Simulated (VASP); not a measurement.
A run of VASP 6.6.1 is set up as follows.

INCAR

```
SYSTEM = MoS2
ALGO = Normal
EDIFF = 1E-7
ENCUT = 520
GGA = PE
ISIF = 2
ISMEAR = 0
ISPIN = 2
LASPH = .TRUE.
LCHARG = .FALSE.
LDAU = .TRUE.
LDAUJ = 0.7 0
LDAUL = 2 -1
LDAUPRINT = 1
LDAUTYPE = 1
LDAUU = 6 0
LMAXMIX = 4
LORBIT = 11
LREAL = .FALSE.
LWAVE = .FALSE.
MAGMOM = 2.08 -0.23 -0.23
NBANDS = 24
NELM = 150
PREC = Accurate
SIGMA = 0.05
```

KPOINTS

```
k-points
0
G
  6 6 6
  0 0 0
```

The input POSCAR:

```
MoS2
1.0
    0.0000000000      2.9959514200      2.9959514200
    2.9959514200      0.0000000000      2.9959514200
    2.9959514200      2.9959514200      0.0000000000
Mo S
1 2
Direct
    0.0000000000      0.0000000000      0.0000000000
    0.2500000000      0.2500000000      0.2500000000
    0.7500000000      0.7500000000      0.7500000000
```

Potentials or basis: VASP PAW PBE potentials, release 64 (Mo_sv, S).

The run is started by

```bash
$ cat potpaw_PBE.64/Mo_sv/POTCAR potpaw_PBE.64/S/POTCAR > POTCAR
$ mpirun -np 1 vasp_std > vasp.out
```

Task: Estimate the net moment.

Result: 1.99 μB per cell.

Task: What does it give for the pressure?

Result: 5.3 GPa.

Task: Estimate the site moments.

Result: Mo +2.04; S -0.10 μB.

Eigenvalues of the final occupation matrices:
```tsv
site	spin	trace	eigenvalues
site 1 d	1	2.82	0.37 0.37 0.37 0.86 0.86
site 1 d	2	0.84	0.03 0.03 0.26 0.26 0.26
```

The state reached can hang on the start; a lower one may exist.
